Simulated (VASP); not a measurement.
Wanted: the native input for a VASP 6.6.1 run.

```
Task                   : relaxation of cell and atoms
Functional             : PBEsol
Potentials or basis    : VASP PAW PBE potentials, release 64 (S)
Cutoff                 : 600 eV
k mesh                 : 18 × 18 × 18
Occupations            : fermi-dirac, width 0.1 eV
Spin                   : no spin polarisation
Target pressure        : 69 GPa
Dipole correction      : no
Further INCAR settings : ALGO = Normal; EDIFF = 1e-06; IBRION = 2; EDIFFG = -0.005; NSW = 60; ISIF = 3
```

The structure of S lies in POSCAR:

```
S
1.0
   -2.1297528081      2.1297528081      1.1713640445
    2.1297528081     -2.1297528081      1.1713640445
    2.1297528081      2.1297528081     -1.1713640445
S
2
Direct
   -0.3750000000     -0.1250000000     -0.2500000000
    0.3750000000      0.1250000000      0.2500000000
```

The input as run:

INCAR

```
SYSTEM = S
PREC = Accurate
ENCUT = 600
EDIFF = 1E-6
ISMEAR = -1
SIGMA = 0.1
LREAL = .False.
LASPH = .True.
NELM = 100
ALGO = Normal
ISIF = 3
LWAVE = .False.
LCHARG = .False.
GGA = PS
IBRION = 2
NSW = 60
EDIFFG = -0.005
PSTRESS = 690.0
```

KPOINTS

```
Automatic mesh
0
Gamma
  18 18 18
  0 0 0
```

Potentials or basis: VASP PAW PBE potentials, release 64 (S).

Run with:

```bash
$ cat potpaw_PBE.64/S/POTCAR > POTCAR
$ mpirun -np 1 vasp_std > vasp.out
```

It gave:

```yaml
Relaxed_volume: 10.95 Å³/atom
Relaxed_cell: a = 3.320 Å, b = 3.320 Å, c = 3.320 Å, α = 96.54°, β = 96.54°, γ = 140.54°
Space_group_after_relaxing_to_0.05_Å: I4_1/amd (No. 141)
Energy_change_on_relaxing_the_enthalpy_is_what_falls: -175.1 meV/atom
Ionic_steps: 8
Pressure_after_relaxing: 69.0 GPa
Band_gap_on_the_k_mesh: zero (band 6 reaches 20.18 eV, above the bottom of band 7 at 12.40 eV)
```

Caveat: the cell is relaxed towards a set pressure, so the enthalpy falls and the energy may rise; the PAW data sets were made with another functional, which shifts forces and pressure a little.

Wall time 11 min on 1 thread of Oxide Virtual Turin-like Processor, on a shared host, peak memory 0.21 GiB.
